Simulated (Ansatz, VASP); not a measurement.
**Two plane-wave programs on As**

The input INCAR:

```
PREC = Accurate ; ENCUT = 520
EDIFF = 1E-7 ; ISMEAR = 0
SIGMA = 0.02 ; LREAL = False
LASPH = True ; NELM = 60
ALGO = Normal ; ISIF = 2
LWAVE = False ; LCHARG = True
LDIPOL = True ; IDIPOL = 3
DIPOL = 0.5 0.5 0.500 ; GGA = PE
LELF = True ; LVHAR = True
LVACPOTAV = True ; NBANDS = 12
```

Contents of KPOINTS:

```
regular mesh
0
Gamma
  9 9 1
```

POSCAR

```
As
1.0
    3.7280000000      0.0000000000      0.0000000000
   -1.8640000000      3.2285427053      0.0000000000
    0.0000000000      0.0000000000     28.0000000000
As
2
Direct
    0.3333333333      0.6666666667      0.5053214286
    0.6666666667      0.3333333333      0.4946785714
```

Input for Ansatz:

```yaml
crystal:
  lattice:
    - [3.728, 0.0, 0.0]
    - [-1.864, 3.2285427053, 0.0]
    - [0.0, 0.0, 28.0]
  atoms:
    - { symbol: As, position: [0.3333333333, 0.6666666667, 0.5053214286] }
    - { symbol: As, position: [0.6666666667, 0.3333333333, 0.4946785714] }
  periodic: [true, true, false]
basis:
  ecutwfc: 420
kpoints:
  mp_grid: { grid: [9, 9, 1] }
hamiltonian:
  xc: pbe
scf:
  occupations: { method: gaussian, width: 0.02 }
output:
  forces: true
  stress: true
  eigenvalues: true
```

Alike in both runs: task single point; functional PBE; k mesh 9 × 9 × 1; occupations gaussian, width 0.02 eV; no spin polarisation.

|  | VASP | Ansatz |
| --- | --- | --- |
| version | VASP 6.6.1 | Ansatz 0.2.0 |
| potentials or method | VASP PAW PBE potentials, release 64 (As), cutoff 520 eV | scalar-relativistic, plane waves, PAW |
| valence electrons in the cell | 10 | 30 |

VASP gave:

* gap on the k mesh at the Fermi level (eV): none
* rms of the force components (eV/Å): 1.193
* work function, face that differs most (eV): 4.14

Problem. Which values does Ansatz return?

Solution. gap on the k mesh at the Fermi level (eV): none; rms of the force components (eV/Å): 1.183; work function, face that differs most (eV): 4.15.

Atom by atom the forces differ by 0.010 eV/Å (rms over components). A gap of «none» marks a metal or a gap that the smearing closes. VASP's potentials hold 10 valence electrons a cell and Ansatz's 30, so a difference there can come from the potentials and not from the codes.
